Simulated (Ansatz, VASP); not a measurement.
## HgTe in VASP and in Ansatz

```
Hg Te
1.0
     0.00000    2.90189    2.90189
     2.90189    0.00000    2.90189
     2.90189    2.90189    0.00000
Hg Te
1 1
Direct
  0.00000 0.00000 0.00000
  0.50000 0.50000 0.50000
```

Change from the starting cell: volume scaled by 0.98.

Alike in both runs: task single point; functional PBEsol; k mesh 12 × 12 × 12; occupations fermi-dirac, width 0.08 eV; no spin polarisation.

|  | VASP | Ansatz |
| --- | --- | --- |
| version | VASP 6.6.1 | Ansatz 0.2.0 |
| potentials or method | VASP PAW PBE potentials, release 64 (Hg, Te), cutoff 520 eV | all-electron LAPW, scalar-relativistic |

VASP gave:

| Item | Value |
| --- | --- |
| pressure (GPa) | 8.3 |

Q: Which values does Ansatz return?

A: Pressure (GPa): 8.0.

VASP's potentials were made for PBE, not for PBEsol. Ansatz ran all-electron here, and VASP with PAW potentials.

Spin-orbit coupling is off throughout.
